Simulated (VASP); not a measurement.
# Zn (Im-3m) in VASP: notebook

Zn is run at these levels: PBE; tasks: single point.

Program: VASP 6.6.1. These are calculated values, not measurements. Logs are shortened: lines on timing, memory, paths and dates and some standing lists are left out, and cuts for length are marked.

## (1) The cell of the first run

It takes space group Im-3m (No. 229, cubic). Conventional cell: a = 3.115 Å, b = 3.115 Å, c = 3.115 Å, α = 90.00°, β = 90.00°, γ = 90.00°. Within 3.6 Å of Zn (site symmetry m-3m) lie 14 Zn at 2.70 to 3.12 Å.

## (2) Single point, PBE

INCAR

```
SYSTEM = Zn
PREC = Accurate
ENCUT = 520
EDIFF = 1E-7
ISMEAR = 1
SIGMA = 0.05
LREAL = .False.
LASPH = .True.
NELM = 100
ALGO = Normal
ISIF = 2
LWAVE = .False.
LCHARG = .False.
GGA = PE
NBANDS = 12
```

KPOINTS

```
Automatic mesh
0
Gamma
  21 21 21
  0 0 0
```

POSCAR

```
Zn
1.0
   -1.5577005667      1.5577005667      1.5577005667
    1.5577005667     -1.5577005667      1.5577005667
    1.5577005667      1.5577005667     -1.5577005667
Zn
1
Direct
    0.0000000000      0.0000000000      0.0000000000
```

Potentials or basis: VASP PAW PBE potentials, release 64 (Zn).

Command:

```console
> cat potpaw_PBE.64/Zn/POTCAR > POTCAR
> mpirun -np 1 vasp_std > vasp.out
```

OUTCAR:

```text
SYSTEM = Zn
   PREC = Accurate
   ENCUT = 520
   EDIFF = 1E-7
   ISMEAR = 1
   LREAL = .False.
   LASPH = .True.
   NELM = 100
   ISIF = 2
   GGA = PE

 ion  position               nearest neighbor table
   1  0.000  0.000  0.000-

  LATTYP: Found a body centered cubic cell.
 ALAT       =     3.1154011334

  Lattice vectors:

 A1 = (  -1.5577005667,   1.5577005667,   1.5577005667)
 A2 = (   1.5577005667,  -1.5577005667,   1.5577005667)
 A3 = (   1.5577005667,   1.5577005667,  -1.5577005667)

Analysis of symmetry for initial positions (statically):
=====================================================================
 Subroutine PRICEL returns:
 Original cell was already a primitive cell.

 Routine SETGRP: Setting up the symmetry group for a
 body centered cubic supercell.

 Subroutine GETGRP returns: Found 48 space group operations
 (whereof 48 operations were pure point group operations)
 out of a pool of 48 trial point group operations.

The static configuration has the point symmetry O_h .

Analysis of symmetry for dynamics (positions and initial velocities):
=====================================================================
 Subroutine PRICEL returns:
 Original cell was already a primitive cell.

 Routine SETGRP: Setting up the symmetry group for a
 body centered cubic supercell.

 Subroutine GETGRP returns: Found 48 space group operations
 (whereof 48 operations were pure point group operations)
 out of a pool of 48 trial point group operations.

The dynamic configuration has the point symmetry O_h .

 Subroutine INISYM returns: Found 48 space group operations
 (whereof 48 operations are pure point group operations),
 and found     1 'primitive' translations

----------------------------------------------------------------------------------------

                                     Primitive cell

  volume of cell :      15.1186

  direct lattice vectors                    reciprocal lattice vectors
    -1.557700567  1.557700567  1.557700567     0.000000000  0.320985952  0.320985952
     1.557700567 -1.557700567  1.557700567     0.320985952  0.000000000  0.320985952
     1.557700567  1.557700567 -1.557700567     0.320985952  0.320985952  0.000000000

  length of vectors
     2.698016525  2.698016525  2.698016525     0.453942687  0.453942687  0.453942687

  position of ions in fractional coordinates (direct lattice)
     0.000000000  0.000000000  0.000000000

  ion indices of the primitive-cell ions
   primitive index   ion index
                 1           1
[... 74 lines left out ...]
   EDIFFG = 0.1E-05   stopping-criterion for IOM
   NSW    =      0    number of steps for IOM
   IBRION =     -1    ionic relax: 0-MD 1-quasi-New 2-CG
   NFREE  =      0    steps in history (QN), initial steepest desc. (CG)
   ISIF   =      2    stress and relaxation
   ISYM   =      2    0-nonsym 1-usesym 2-fastsym
   POTIM  = 0.5000    time-step for ionic-motion
   TEBEG  =    0.0;   TEEND  =   0.0 temperature during run
   PSTRESS=    0.0 pullay stress
   NELECT =      12.0000    total number of electrons
   NUPDOWN=      -1.0000    fix difference up-down
   EMIN   =  10.00;   EMAX   =-10.00  energy-range for DOS
   EFERMI =   0.00;   METHOD = LEGACY
   ISMEAR =     1;   SIGMA  =   0.05  broadening in eV -4-tet -1-fermi 0-gaus
   EFERMI_NEDOS =   21; number of points for ismear=-14 and -15
   IALGO  =     38    algorithm
   IMIX   =      4    mixing-type and parameters
     AMIX     =   0.40;   BMIX     =  1.00
     AMIX_MAG =   1.60;   BMIX_MAG =  1.00
  volume/ion in A,a.u.               =      15.12       102.03
  Fermi-wavevector in a.u.,A,eV,Ry     =   1.515763  2.864377 31.259891  2.297537
  Thomas-Fermi vector in A             =   2.625243
   LORBIT       =      0    0 simple, 1 ext, 2 COOP (PROOUT), +10 PAW based schemes
   GGA     = PE    functional components
   LHFCALC =     F    Hartree Fock is set to
   AEXX    =    0.0000 exact exchange contribution
   IVDW    =     0    specifies the selected vdW correction
   LEPSILON=     F    determine dielectric tensor
   LRPA    =     F    only Hartree local field effects (RPA)
 non-spin polarized calculation
 Methfessel and Paxton  Order N= 1 SIGMA  =   0.05
  energy-cutoff  :      520.00
  volume of cell :       15.12
 maximum number of plane-waves:       420
   NGX =  9   NGY =  9   NGZ =  9

 number of electron      12.0000022 magnetization

 Free energy of the ion-electron system (eV)
  ---------------------------------------------------
  ext. energy  EPLUGINS =         0.00000000
  ---------------------------------------------------
  free energy    TOTEN  =        -1.02129253 eV

  energy without entropy =       -1.02128195  energy(sigma->0) =       -1.02128900

 E-fermi :   3.2665     XC(G=0): -11.5974

 val. band max:        3.2514421382   @ k =  -0.3810  -0.4762   0.2381
 cond. band min:       3.2704757730   @ k =   0.3810   0.1905   0.0000
 fundamental gap:      0.0190336347
 Fermi energy:         3.2664699808

 k-point     1 :       0.0000    0.0000    0.0000
  band No.  band energies     occupation
      1      -7.2679      2.00000
      2      -4.5716      2.00000
      3      -4.5716      2.00000
      4      -4.5716      2.00000
      5      -4.0556      2.00000
      6      -4.0556      2.00000
      7      22.5696      0.00000
      8      22.5696      0.00000
      9      22.5696      0.00000
     10      24.1480      0.00000
     11      24.1480      0.00000
     12      24.1480      0.00000
[... 331 lines left out ...]
 k-point    24 :       0.1905    0.0952    0.0000
  band No.  band energies     occupation
      1      -5.5129      2.00000
      2      -4.6994      2.00000
      3      -4.5244      2.00000
      4      -4.1489      2.00000
      5      -4.0694      2.00000
      6      -3.9397      2.00000
      7      12.1449      0.00000
      8      14.9435      0.00000
      9      17.5137      0.00000
     10      21.5531      0.00000
     11      23.4084      0.00000
     12      24.7577      0.00000

 [... further k-points ...]
[... 5 lines left out ...]
  --------------------------------------------------------------------------------------
  -------------------------------------------------------------------------------------
  Total        0.1324194      0.1324194      0.1324194      0.0000000      0.0000000     -0.0000000
  in kB       14.0329917     14.0329917     14.0329917      0.0000000      0.0000000     -0.0000000
  external PRESSURE =      14.0329917 kB  Pullay stress =       0.0000000 kB

 VOLUME and BASIS-vectors are now :
 -----------------------------------------------------------------------------
  energy-cutoff  :      520.00
  volume of cell :       15.12
      direct lattice vectors                 reciprocal lattice vectors
    -1.557700567  1.557700567  1.557700567     0.000000000  0.320985952  0.320985952
     1.557700567 -1.557700567  1.557700567     0.320985952  0.000000000  0.320985952
     1.557700567  1.557700567 -1.557700567     0.320985952  0.320985952  0.000000000

 POSITION                                       TOTAL-FORCE (eV/Angst)
 -----------------------------------------------------------------------------------
      0.00000      0.00000      0.00000         0.000000      0.000000      0.000000
 -----------------------------------------------------------------------------------
    total drift:                                0.000000     -0.000000      0.000000

  FREE ENERGIE OF THE ION-ELECTRON SYSTEM (eV)
  ---------------------------------------------------
  free  energy   TOTEN  =        -1.0212925323 eV

  energy  without entropy=       -1.0212819488  energy(sigma->0) =       -1.02128900
```

OSZICAR:

```text
N       E                     dE             d eps       ncg     rms          rms(c)
DAV:   1     0.430657096112E+02    0.43066E+02   -0.65200E+03  7048   0.158E+03
DAV:   2     0.173226299248E+00   -0.42892E+02   -0.40182E+02  7120   0.214E+02
DAV:   3    -0.111676108345E+01   -0.12900E+01   -0.12880E+01  7932   0.370E+01
DAV:   4    -0.111976591186E+01   -0.30048E-02   -0.30047E-02  7576   0.172E+00
DAV:   5    -0.111976808152E+01   -0.21697E-05   -0.21695E-05  7788   0.456E-02    0.287E+00
DAV:   6    -0.102861961302E+01    0.91148E-01   -0.47691E-01  7748   0.140E+01    0.219E+00
DAV:   7    -0.102355366992E+01    0.50659E-02   -0.88458E-03  7296   0.183E+00    0.110E+00
DAV:   8    -0.102128559912E+01    0.22681E-02   -0.11559E-03  8568   0.491E-01    0.379E-02
DAV:   9    -0.102129288599E+01   -0.72869E-05   -0.83530E-05  9452   0.127E-01    0.216E-02
DAV:  10    -0.102129273134E+01    0.15465E-06   -0.58391E-06  7220   0.393E-02    0.135E-03
DAV:  11    -0.102129262838E+01    0.10296E-06   -0.72751E-08  5432   0.475E-03    0.524E-04
DAV:  12    -0.102129253234E+01    0.96042E-07   -0.14041E-08  3708   0.122E-03
   1 F= -.10212925E+01 E0= -.10212890E+01  d E =-.105835E-04
```

Wall time 31 s (1 thread of Intel Xeon Platinum 8259CL at 2.50GHz (Skylake/Cascade Lake), shared host); peak memory 0.16 GiB.

Results:

```
Free energy            : -1.0213 eV
Pressure               : 1.4 GPa
Band gap on the k mesh : zero (band 6 reaches 7.06 eV, above the bottom of band 7 at 2.32 eV)
```

## (3) Single point, PBE

This run uses another cell than the first one, of 15.35 Å³/atom, 1.015 times its volume.

INCAR

```
SYSTEM = Zn
  PREC = Accurate
  ENCUT = 520
  EDIFF = 1E-6
  ISMEAR = 1
  SIGMA = 0.05
  LREAL = .FALSE.
  LASPH = .TRUE.
  NELM = 100
  ALGO = Normal
  ISIF = 2
  LWAVE = .FALSE.
  LCHARG = .FALSE.
  GGA = PE
  NBANDS = 12
```

KPOINTS

```
Automatic mesh
0
G
  21 21 21
  0 0 0
```

POSCAR

```
Zn
1.0
   -1.5655678747      1.5655678747      1.5655678747
    1.5655678747     -1.5655678747      1.5655678747
    1.5655678747      1.5655678747     -1.5655678747
Zn
1
Direct
    0.0000000000      0.0000000000      0.0000000000
```

Potentials or basis: VASP PAW PBE potentials, release 64 (Zn).

Command:

```console
> cat potpaw_PBE.64/Zn/POTCAR > POTCAR
> mpirun -np 1 vasp_std > vasp.out
```

It took 30 s on 1 thread of Intel Xeon Platinum 8259CL at 2.50GHz (Skylake/Cascade Lake), shared host; peak memory 0.16 GiB.

Results (log left out):

```
Free energy            : -1.0225 eV
Pressure               : 0.4 GPa
Band gap on the k mesh : zero (band 6 reaches 6.91 eV, above the bottom of band 7 at 2.18 eV)
```

Levels at points of the mesh, in eV from the Fermi level:
| k point | band 4 | band 5 | band 6 | band 7 | band 8 | band 9 |
| --- | --- | --- | --- | --- | --- | --- |
| (0.00, 0.00, 0.00) | -7.78 | -7.28 | -7.28 | 19.07 | 19.07 | 19.07 |

## (4) Single point, PBE

This run uses another cell than the first one, of 15.58 Å³/atom, 1.030 times its volume.

INCAR

```
SYSTEM = Zn
PREC     = Accurate       ! precision mode
ENCUT    = 520            ! plane-wave cutoff, eV
EDIFF    = 1E-6           ! SCF threshold, eV
ISMEAR   = 1              ! smearing method
SIGMA    = 0.05           ! smearing width, eV
LREAL    = .False.        ! projectors in reciprocal space
LASPH    = .True.         ! aspherical terms in the spheres
NELM     = 60             ! most SCF steps
ALGO     = Normal         ! electronic algorithm
ISIF     = 2              ! what is computed and relaxed
LWAVE    = .False.        ! write WAVECAR
LCHARG   = .False.        ! write CHGCAR
GGA      = PE             ! functional
NBANDS   = 12             ! bands
```

KPOINTS

```
regular mesh
0
Gamma
  21 21 21
  0 0 0
```

POSCAR

```
Zn
1.0
   -1.5733568978      1.5733568978      1.5733568978
    1.5733568978     -1.5733568978      1.5733568978
    1.5733568978      1.5733568978     -1.5733568978
Zn
1
Direct
    0.0000000000      0.0000000000      0.0000000000
```

Potentials or basis: VASP PAW PBE potentials, release 64 (Zn).

Command:

```console
> cat potpaw_PBE.64/Zn/POTCAR > POTCAR
> mpirun -np 1 vasp_std > vasp.out
```

OUTCAR:

```text
SYSTEM = Zn
   PREC = Accurate
   ENCUT = 520
   EDIFF = 1E-6
   ISMEAR = 1
   LREAL = .False.
   LASPH = .True.
   NELM = 60
   ISIF = 2
   GGA = PE

 ion  position               nearest neighbor table
   1  0.000  0.000  0.000-

  LATTYP: Found a body centered cubic cell.
 ALAT       =     3.1467137956

  Lattice vectors:

 A1 = (  -1.5733568978,   1.5733568978,   1.5733568978)
 A2 = (   1.5733568978,  -1.5733568978,   1.5733568978)
 A3 = (   1.5733568978,   1.5733568978,  -1.5733568978)
[... 538 lines left out ...]
     12      24.1593      0.00000

 [... further k-points ...]

------------------------ aborting loop because EDIFF is reached ----------------------------------------

  FORCE on cell =-STRESS in cart. coord.  units (eV):
  Direction    XX          YY          ZZ          XY          YZ          ZX
  --------------------------------------------------------------------------------------
  -------------------------------------------------------------------------------------
  Total       -0.0522863     -0.0522863     -0.0522863     -0.0000000      0.0000000     -0.0000000
  in kB       -5.3772081     -5.3772081     -5.3772081     -0.0000000      0.0000000     -0.0000000
  external PRESSURE =      -5.3772081 kB  Pullay stress =       0.0000000 kB

 VOLUME and BASIS-vectors are now :
 -----------------------------------------------------------------------------
  energy-cutoff  :      520.00
  volume of cell :       15.58
      direct lattice vectors                 reciprocal lattice vectors
    -1.573356898  1.573356898  1.573356898     0.000000000  0.317791850  0.317791850
     1.573356898 -1.573356898  1.573356898     0.317791850  0.000000000  0.317791850
     1.573356898  1.573356898 -1.573356898     0.317791850  0.317791850  0.000000000

 POSITION                                       TOTAL-FORCE (eV/Angst)
 -----------------------------------------------------------------------------------
      0.00000      0.00000      0.00000        -0.000000      0.000000      0.000000
 -----------------------------------------------------------------------------------
    total drift:                                0.000000     -0.000000      0.000000

  FREE ENERGIE OF THE ION-ELECTRON SYSTEM (eV)
  ---------------------------------------------------
  free  energy   TOTEN  =        -1.0223207950 eV

  energy  without entropy=       -1.0222275879  energy(sigma->0) =       -1.02228973
```

OSZICAR:

```text
N       E                     dE             d eps       ncg     rms          rms(c)
DAV:   1     0.425152053043E+02    0.42515E+02   -0.65655E+03  7092   0.156E+03
DAV:   2     0.182564345101E+00   -0.42333E+02   -0.39935E+02  7096   0.214E+02
DAV:   3    -0.111013617782E+01   -0.12927E+01   -0.12904E+01  7948   0.369E+01
DAV:   4    -0.111329671704E+01   -0.31605E-02   -0.31604E-02  7544   0.179E+00
DAV:   5    -0.111329918280E+01   -0.24658E-05   -0.24658E-05  7788   0.482E-02    0.267E+00
DAV:   6    -0.102889438270E+01    0.84405E-01   -0.44116E-01  7804   0.134E+01    0.207E+00
DAV:   7    -0.102437370982E+01    0.45207E-02   -0.81263E-03  7252   0.174E+00    0.104E+00
DAV:   8    -0.102231099652E+01    0.20627E-02   -0.11414E-03  8500   0.481E-01    0.397E-02
DAV:   9    -0.102232027738E+01   -0.92809E-05   -0.75034E-05  9260   0.112E-01    0.202E-02
DAV:  10    -0.102232079496E+01   -0.51758E-06   -0.41614E-06  7328   0.316E-02
   1 F= -.10223208E+01 E0= -.10222897E+01  d E =-.932071E-04
```

stdout:

```text
POSCAR found type information on POSCAR Zn
 POSCAR found :  1 types and       1 ions
 scaLAPACK will be used
 LDA part: xc-table for (Slater+PW92), standard interpolation
 POSCAR, INCAR and KPOINTS ok, starting setup
 FFT: planning ... GRIDC
 FFT: planning ... GRID_SOFT
 FFT: planning ... GRID
 WAVECAR not read
 entering main loop
```

Wall time 30 s (1 thread of Intel Xeon Platinum 8259CL at 2.50GHz (Skylake/Cascade Lake), shared host); peak memory 0.16 GiB.

Results:

```yaml
Free_energy: -1.0223 eV
Pressure: -0.5 GPa
Band_gap_on_the_k_mesh: zero (band 6 reaches 6.76 eV, above the bottom of band 7 at 2.05 eV)
```

## (5) The runs side by side

```tsv
cell	gap on the mesh (eV)	pressure (GPa)
a = 2.698 Å, angles 109.5°, 1 atom	none	1.4
a = 2.712 Å, angles 109.5°, 1 atom	none	0.4
a = 2.725 Å, angles 109.5°, 1 atom	none	-0.5
```

Alike in all rows: task single point; level PBE; potentials or basis VASP PAW PBE potentials, release 64 (Zn); no spin polarisation; k mesh 21 × 21 × 21; cutoff (eV) 520; smearing methfessel-paxton 0.05 eV.

Absolute energies hang on the potentials; compare differences alone.
